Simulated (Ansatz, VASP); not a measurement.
# Two plane-wave programs on NaI

POSCAR

```
NaI
1.0
    0.0000000000      3.2296282834      3.2296282834
    3.2296282834      0.0000000000      3.2296282834
    3.2296282834      3.2296282834      0.0000000000
Na I
1 1
Direct
    0.0000000000      0.0000000000      0.0000000000
    0.5000000000      0.5000000000      0.5000000000
```

The input INCAR.step1:

```
PREC = Accurate
ENCUT = 520
ISMEAR = -1
SIGMA = 0.2
LREAL = F
LASPH = T
NELM = 100
NBANDS = 14
GGA = PE
ALGO = Normal
EDIFF = 1E-4
LWAVE = T
LCHARG = F
```

File INCAR.step2:

```
PREC = Accurate
ENCUT = 520
EDIFF = 1E-6
ISMEAR = -1
SIGMA = 0.2
LREAL = F
LASPH = T
NELM = 100
ALGO = Normal
ISIF = 2
LWAVE = F
LCHARG = T
METAGGA = R2SCAN
LMIXTAU = T
LELF = T
LVHAR = T
NBANDS = 14
ISTART = 1
```

KPOINTS

```
regular mesh
0
Gamma
  6 6 6
```

Input for Ansatz:

```yaml
crystal:
  lattice:
    - [0.0, 3.2296282834, 3.2296282834]
    - [3.2296282834, 0.0, 3.2296282834]
    - [3.2296282834, 3.2296282834, 0.0]
  atoms:
    - { symbol: Na, position: [0.0, 0.0, 0.0] }
    - { symbol: I, position: [0.5, 0.5, 0.5] }
kpoints:
  mp_grid: { grid: [6, 6, 6] }
hamiltonian:
  xc: r2scan
scf:
  occupations: { method: fermi_dirac, width: 0.2 }
  n_extra_bands: 4
output:
  forces: true
  stress: true
  eigenvalues: true
```

Alike in both runs: task single point; functional r2SCAN; k mesh 6 × 6 × 6; occupations fermi-dirac, width 0.2 eV; no spin polarisation.

|  | VASP | Ansatz |
| --- | --- | --- |
| version | VASP 6.6.1 | Ansatz 0.2.0 |
| potentials or method | VASP PAW PBE potentials, release 64 (Na_pv, I) | plane waves |
| plane-wave cutoff (eV) | 520 | 500 |
| valence electrons in the cell | 14 | 26 |

Ansatz gave:

| Property | Result |
| --- | --- |
| pressure (GPa) | 0.0 |

Q: Which values does VASP return?

A: Pressure (GPa): -0.1.

VASP's potentials were made for PBE, not for r2SCAN. With one functional, cell and mesh, what is left measures potentials, basis and numerics. VASP's potentials hold 14 valence electrons a cell and Ansatz's 26, so a difference there can come from the potentials and not from the codes.

Spin-orbit coupling is off throughout.
